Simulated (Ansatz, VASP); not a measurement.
# Two plane-wave programs on LiBiO

Contents of INCAR:

```
SYSTEM = LiBiO
PREC = Accurate
ENCUT = 600
EDIFF = 1E-7
ISMEAR = 0
SIGMA = 0.1
LREAL = .FALSE.
LASPH = .TRUE.
NELM = 80
ALGO = Normal
ISIF = 3
LWAVE = .FALSE.
LCHARG = .FALSE.
GGA = PE
IBRION = 2
NSW = 100
EDIFFG = -0.01
```

KPOINTS

```
Automatic mesh
0
G
  12 12 8
  0 0 0
```

POSCAR

```
LiBiO
1.0
    4.4725012333      0.0000000000      0.0000000000
   -2.2362506167      3.8732996865      0.0000000000
    0.0000000000      0.0000000000      5.6234137315
Li Bi O
2 2 2
Direct
    0.0000000000      0.0000000000      0.0000000000
    0.0000000000      0.0000000000      0.5000000000
    0.3333333333      0.6666666667      0.2500000000
    0.6666666667      0.3333333333      0.7500000000
    0.3333333333      0.6666666667      0.7500000000
    0.6666666667      0.3333333333      0.2500000000
```

Input for Ansatz:

```yaml
crystal:
  lattice:
    - [4.4725012333, 0.0, 0.0]
    - [-2.2362506167, 3.8732996865, 0.0]
    - [0.0, 0.0, 5.6234137315]
  atoms:
    - { symbol: Li, position: [0.0, 0.0, 0.0] }
    - { symbol: Li, position: [0.0, 0.0, 0.5] }
    - { symbol: Bi, position: [0.3333333333, 0.6666666667, 0.25] }
    - { symbol: Bi, position: [0.6666666667, 0.3333333333, 0.75] }
    - { symbol: O, position: [0.3333333333, 0.6666666667, 0.75] }
    - { symbol: O, position: [0.6666666667, 0.3333333333, 0.25] }
basis:
  ecutwfc: 420
kpoints:
  mp_grid: { grid: [12, 12, 8] }
hamiltonian:
  xc: pbe
scf:
  occupations: { method: gaussian, width: 0.1 }
output:
  forces: true
  stress: true
  eigenvalues: true
relax:
  adjacent_minimum: "off"
  f_tol: 0.01
  max_steps: 80
  cell: { stress_tol: 0.05 }
```

Alike in both runs: task relaxation of cell and atoms; functional PBE; k mesh 12 × 12 × 8; occupations gaussian, width 0.1 eV; no spin polarisation.

|  | VASP | Ansatz |
| --- | --- | --- |
| version | VASP 6.6.1 | Ansatz 0.2.0 |
| potentials or method | VASP PAW PBE potentials, release 64 (Li_sv, Bi_d, O), cutoff 600 eV | scalar-relativistic, plane waves, PAW |
| valence electrons in the cell | 48 | 48 |

```tsv
	VASP	Ansatz	Ansatz less VASP
gap on the k mesh at the Fermi level, each at its own relaxed structure (eV)	none	none	-
relaxed volume (Å³/atom)	16.83	16.85	+0.022
relaxed cell length with the largest relative difference (Å)	4.775	4.779	+0.0039
```

A gap of «none» marks a metal or a gap that the smearing closes.

Neither program's run includes spin-orbit coupling. Noted on VASP's run: the cutoff is short for stress, so the pressure is rough.
